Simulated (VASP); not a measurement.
Runs of VASP 6.6.1 on CdS. The structure is that of space group Fm-3m (No. 225), or close to it. The cells are those of the table. 

```tsv
cell	gap on the mesh (eV)	pressure (GPa)
a = 3.748, b = 3.748, c = 3.699 Å, angles 60.4, 60.4, 59.1°, 2 atoms	0.09	(a)
a = 4.040, b = 4.040, c = 4.088 Å, angles 59.6, 59.6, 60.8°, 2 atoms	0.14	-6.6
a = 3.895, b = 3.895, c = 3.796 Å, angles 60.8, 60.8, 58.3°, 2 atoms	0.05	2.3
a = 3.943, b = 3.943, c = 3.894 Å, angles 60.4, 60.4, 59.2°, 2 atoms	(b)	(c)
a = 3.845, b = 3.845, c = 3.796 Å, angles 60.4, 60.4, 59.2°, 2 atoms	0.14	4.1
```

Alike in all rows: task single point; level PBE; potentials or basis VASP PAW PBE potentials, release 64 (Cd, S); no spin polarisation; k mesh 10 × 10 × 10; cutoff (eV) 520; smearing gaussian 0.03 eV.

Task: Estimate the missing entries.

Result: (a) 12.5; (b) 0.16; (c) -1.7.

A k mesh can miss the band edges, and the runs leave out spin-orbit coupling on Cd.
